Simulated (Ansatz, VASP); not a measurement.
N: VASP beside Ansatz

```
N
1.0
     5.56052    0.00000    0.00000
     0.00000    5.56052    0.00000
     0.00000    0.00000    5.56052
N
8
Direct
  0.05740 0.44260 0.55740
  0.44260 0.55740 0.05740
  0.55740 0.05740 0.44260
  0.94260 0.94260 0.94260
  0.94260 0.55740 0.44260
  0.55740 0.44260 0.94260
  0.44260 0.94260 0.55740
  0.05740 0.05740 0.05740
```

Alike in both runs: task relaxation of cell and atoms; functional PBEsol; k mesh 5 × 5 × 5; occupations fermi-dirac, width 0.05 eV; no spin polarisation.

|  | VASP | Ansatz |
| --- | --- | --- |
| version | VASP 6.6.1 | Ansatz 0.2.0 |
| potentials or method | VASP PAW PBE potentials, release 64 (N) | Ansatz PAW |
| plane-wave cutoff (eV) | 600 | 420 |
| valence electrons in the cell | 40 | 40 |

Ansatz gave:

| Property | Result |
| --- | --- |
| gap on the k mesh at the Fermi level, each at its own relaxed structure (eV) | 7.68 |
| relaxed volume (Å³/atom) | 28.50 |
| relaxed length of the cell vector where the two differ most in proportion (Å) | 6.109 |

What did VASP give for the same quantities?

gap on the k mesh at the Fermi level, each at its own relaxed structure (eV): 7.34; relaxed volume (Å³/atom): 24.59; relaxed length of the cell vector where the two differ most in proportion (Å): 5.816.

VASP's potentials were made for PBE, not for PBEsol. One of these differences is far larger than is usual between the two programs; its cause wasn't traced.

Noted on VASP's run: the standard files for N, O and F lose accuracy on very short bonds. Noted on Ansatz's run: the volume moved by over 15 % at a fixed basis, so the end points are rough; odd divisions of the mesh miss points on the zone boundary, where band edges often lie, so the gap on the mesh can be too wide; the plane-wave basis is chosen anew once the cell has moved, so the energies of steps on either side of that aren't comparable.
